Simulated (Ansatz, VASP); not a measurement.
Given: the input of a run of Ansatz 0.2.0 on VCrC2.

File input.yaml:

```yaml
crystal:
  lattice:
    - [1.4606320425, 0.8432963029, 4.7393853233]
    - [-1.4606320425, 0.8432963029, 4.7393853233]
    - [0.0, -1.6865926058, 4.7393853233]
  atoms:
    - { symbol: Cr, position: [0.5, 0.5, 0.5], spin: 1.5 }
    - { symbol: V, position: [0.0, 0.0, 0.0], spin: 1.0 }
    - { symbol: C, position: [0.248759, 0.248759, 0.248759] }
    - { symbol: C, position: [0.751241, 0.751241, 0.751241] }
hamiltonian:
  xc: pbesol
  pseudopotentials: { kind: paw }
magnetization:
  spin_polarized: true
  initial_magnetization: 2.5
  spin_locking: { lock_magnetization: hard }
kpoints:
  mp_grid: { grid: [9, 9, 9] }
scf:
  occupations: { method: fermi_dirac, width: 0.05 }
  lower_state_search: "off"
output:
  forces: true
  stress: true
  eigenvalues: true
```

Potentials or basis: Ansatz PAW.

Launch:

```console
$ ansatz run input.yaml --threads 2 --pin off --max-ram 5632MiB --backend cpu --events-out ev --progress --plain --runs-dir out
```

Problem. Translate it to VASP 6.6.1. Potentials there: VASP PAW PBE potentials, release 64 (Cr_pv, V_sv, C).

Solution. As run (the cutoff follows the program's own potentials):

File INCAR:

```
  ALGO = Normal
  EDIFF = 1E-7
  ENCUT = 520
  GGA = PS
  ISIF = 2
  ISMEAR = -1
  ISPIN = 2
  LASPH = T
  LCHARG = T
  LELF = T
  LMAXMIX = 4
  LORBIT = 11
  LREAL = F
  LVHAR = T
  LWAVE = F
  MAGMOM = 1.5 1 0 0
  NBANDS = 28
  NELM = 150
  NUPDOWN = 2.5
  PREC = Accurate
  SIGMA = 0.05
```

The input KPOINTS:

```
k-points
0
Gamma
  9 9 9
```

POSCAR

```
VCrC2
1.0
    1.4606320425      0.8432963029      4.7393853233
   -1.4606320425      0.8432963029      4.7393853233
    0.0000000000     -1.6865926058      4.7393853233
Cr V C
1 1 2
Direct
    0.5000000000      0.5000000000      0.5000000000
    0.0000000000      0.0000000000      0.0000000000
    0.2487590000      0.2487590000      0.2487590000
    0.7512410000      0.7512410000      0.7512410000
```

Potentials or basis: VASP PAW PBE potentials, release 64 (Cr_pv, V_sv, C).

The run is started by

```bash
$ cat potpaw_PBE.64/Cr_pv/POTCAR potpaw_PBE.64/V_sv/POTCAR potpaw_PBE.64/C/POTCAR > POTCAR
$ mpirun -np 1 vasp_std > vasp.out
```

Both were run:

|  | VASP | Ansatz | Ansatz less VASP |
| --- | --- | --- | --- |
| pressure (GPa) | -1.9 | -2.2 | -0.30 |
| traceless stress, the component that is largest in VASP (GPa) | -3.22 | -3.21 | +0.014 |
| rms of the force components (eV/Å) | 0.032 | 0.033 | +0.0010 |
| net moment per atom (μB) | 0.62 | 0.63 | 0.000 |
| size of the moment on the site where the two differ most (μB) | 1.87 | 1.62 | -0.248 |

VASP's potentials were made for PBE, not for PBEsol. Site moments also hang on the region over which each program counts them. Atom by atom the forces differ by 0.001 eV/Å (rms over components). With one functional, cell and mesh, what is left measures potentials, basis and numerics. VASP's potentials hold 33 valence electrons a cell and Ansatz's 35, so a difference there can come from the potentials and not from the codes.
